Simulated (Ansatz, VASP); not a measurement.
## Two plane-wave programs on BaS

```xyz
2
Lattice="0.0000 3.1938 3.1938 3.1938 0.0000 3.1938 3.1938 3.1938 0.0000" Properties=species:S:1:pos:R:3 pbc="T T T"
Ba    0.0000    0.0000    0.0000
S     3.4589    2.9286    3.1938
```

Change from the starting cell: all S atoms moved +0.375 Å, as atom 2 along Cartesian [1 -1 0].

Alike in both runs: task single point; functional LDA; k mesh 8 × 8 × 8; occupations gaussian, width 0.05 eV; no spin polarisation.

|  | VASP | Ansatz |
| --- | --- | --- |
| version | VASP 6.6.1 | Ansatz 0.2.0 |
| potentials or method | VASP PAW LDA potentials, release 64 (Ba_sv, S), cutoff 520 eV | scalar-relativistic, plane waves, PAW |
| valence electrons in the cell | 16 | 16 |

VASP gave:

| Property | Result |
| --- | --- |
| gap on the k mesh at the Fermi level (eV) | 2.37 |
| least direct gap on the mesh (eV) | 2.37 |
| pressure (GPa) | -0.3 |
| traceless stress, the component that is largest in VASP (GPa) | -2.10 |
| rms of the force components (eV/Å) | 0.492 |

Question: What did Ansatz give for the same quantities?

Answer: gap on the k mesh at the Fermi level (eV): 2.43; least direct gap on the mesh (eV): 2.43; pressure (GPa): -1.1; traceless stress, the component that is largest in VASP (GPa): -1.92; rms of the force components (eV/Å): 0.446.

LDA's correlation is that of Perdew and Zunger in VASP and of Perdew and Wang (1992) in Ansatz. Atom by atom the forces differ by 0.046 eV/Å (rms over components).

Spin-orbit coupling is off throughout.
